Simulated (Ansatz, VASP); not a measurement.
One calculation of MgTe, two programs

```xyz
4
Lattice="4.5777 0.0000 0.0000 -2.2889 3.9644 0.0000 0.0000 0.0000 7.4548" Properties=species:S:1:pos:R:3 pbc="T T T"
Mg    0.0000    2.6430    7.4316
Mg    2.2889    1.3215    3.7042
Te    0.0000    2.6430    2.7815
Te    2.2889    1.3215    6.5089
```

Alike in both runs: task single point; functional PBE0; k mesh 6 × 6 × 2; no spin polarisation.

```csv
,VASP,Ansatz
version,VASP 6.6.1,Ansatz 0.2.0
potentials or method,"VASP PAW PBE potentials, release 64 (Mg, Te)","plane waves, PAW"
plane-wave cutoff (eV),520,420
occupations,"gaussian, width 0.01 eV",fixed
valence electrons in the cell,16,52
```

```tsv
	VASP	Ansatz	Ansatz less VASP
gap on the k mesh at the Fermi level (eV)	3.86	3.96	+0.099
pressure (GPa)	-0.3	-0.1	+0.21
```

VASP's potentials hold 16 valence electrons a cell and Ansatz's 52, so a difference there can come from the potentials and not from the codes. Ansatz's warnings: stress exchange threshold loose, stress scf threshold loose.

The k mesh is coarse, so the values compare programs but aren't converged. Spin-orbit coupling is off throughout.
